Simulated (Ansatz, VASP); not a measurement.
**BaC2: VASP beside Ansatz**

File INCAR:

```
SYSTEM = BaC2
ALGO = Fast ; EDIFF = 1E-6
ENCUT = 520 ; ISIF = 2
ISMEAR = 0 ; LASPH = .True.
LCHARG = .False. ; LREAL = .False.
LWAVE = .False. ; NBANDS = 16
NELM = 100 ; PREC = Accurate
SIGMA = 0.05
```

The input KPOINTS:

```
k-points
0
Gamma
  9 9 9
  0 0 0
```

The input POSCAR:

```
BaC2
1.0
    2.7645995726      1.5961423074      2.2306880209
   -2.7645995726      1.5961423074      2.2306880209
    0.0000000000     -3.1922846148      2.2306880209
Ba C
1 2
Direct
    0.0000000000      0.0000000000      0.0000000000
    0.5849370000      0.5849370000      0.5849370000
    0.4150630000      0.4150630000      0.4150630000
```

Input for Ansatz:

```yaml
crystal:
  lattice:
    - [2.7645995726, 1.5961423074, 2.2306880209]
    - [-2.7645995726, 1.5961423074, 2.2306880209]
    - [0.0, -3.1922846148, 2.2306880209]
  atoms:
    - { symbol: Ba, position: [0.0, 0.0, 0.0] }
    - { symbol: C, position: [0.584937, 0.584937, 0.584937] }
    - { symbol: C, position: [0.415063, 0.415063, 0.415063] }
basis:
  ecutwfc: 420
kpoints:
  mp_grid: { grid: [9, 9, 9] }
hamiltonian:
  xc: lda
scf:
  occupations: { method: gaussian, width: 0.05 }
output:
  forces: true
  stress: true
  eigenvalues: true
```

Alike in both runs: task single point; functional LDA; k mesh 9 × 9 × 9; occupations gaussian, width 0.05 eV; no spin polarisation.

```csv
,VASP,Ansatz
version,VASP 6.6.1,Ansatz 0.2.0
potentials or method,"VASP PAW LDA potentials, release 64 (Ba_sv, C), cutoff 520 eV","scalar-relativistic, plane waves, PAW"
valence electrons in the cell,18,18
```

```tsv
	VASP	Ansatz	Ansatz less VASP
gap on the k mesh at the Fermi level (eV)	1.06	1.19	+0.128
least direct gap on the mesh (eV)	2.70	2.76	+0.061
pressure (GPa)	13.2	11.9	-1.30
traceless stress, the component that is largest in VASP (GPa)	38.25	36.74	-1.508
rms of the force components (eV/Å)	6.172	6.087	-0.0848
```

LDA's correlation is that of Perdew and Zunger in VASP and of Perdew and Wang (1992) in Ansatz. Atom by atom the forces differ by 0.085 eV/Å (rms over components).

Spin-orbit coupling is off throughout.
